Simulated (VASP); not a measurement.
Set up this calculation in VASP 6.6.1, as the native input.

- Task: single point
- Functional: PBE
- Potentials or basis: VASP PAW PBE potentials, release 64 (Sn_d)
- Cutoff: 520 eV
- k mesh: 6 × 6 × 6
- Occupations: fermi-dirac, width 0.15 eV
- Spin: no spin polarisation
- Dipole correction: no
- Further INCAR settings: ALGO = Normal; EDIFF = 1e-07; NBANDS = 21

The structure of Sn lies in POSCAR:

```
Sn
1.0
    0.0000000000      3.2333430000      3.2333430000
    3.2333430000      0.0000000000      3.2333430000
    3.2333430000      3.2333430000      0.0000000000
Sn
2
Direct
    0.0000000000      0.0000000000      0.0000000000
    0.2500000000      0.2500000000      0.2500000000
```

One way to write it, as run:

INCAR

```
SYSTEM = Sn
ALGO     = Normal         ! electronic algorithm
EDIFF    = 1E-7           ! SCF threshold, eV
ENCUT    = 520            ! plane-wave cutoff, eV
GGA      = PE             ! functional
ISIF     = 2              ! what is computed and relaxed
ISMEAR   = -1             ! smearing method
LASPH    = .TRUE.         ! aspherical terms in the spheres
LCHARG   = .TRUE.         ! write CHGCAR
LELF     = .TRUE.         ! ELF
LREAL    = .FALSE.        ! projectors in reciprocal space
LVHAR    = .TRUE.       
LWAVE    = .FALSE.        ! write WAVECAR
NBANDS   = 21             ! bands
NELM     = 80             ! most SCF steps
PREC     = Accurate       ! precision mode
SIGMA    = 0.15           ! smearing width, eV
```

KPOINTS

```
k-points
0
G
  6 6 6
  0 0 0
```

Potentials or basis: VASP PAW PBE potentials, release 64 (Sn_d).

Command:

```bash
$ cat potpaw_PBE.64/Sn_d/POTCAR > POTCAR
$ mpirun -np 1 vasp_std > vasp.out
```

Results of the run:

```yaml
Pressure: 3.9 GPa
Band_gap_on_the_k_mesh: zero (band 14 reaches 5.84 eV, above the bottom of band 15 at 5.77 eV)
```

Caveat: spin-orbit coupling is left out, which moves the levels of the heavy elements.

It took 21 s on 1 thread of Intel Xeon 6975P-C, with other jobs on the host, peak memory 0.2 GiB.
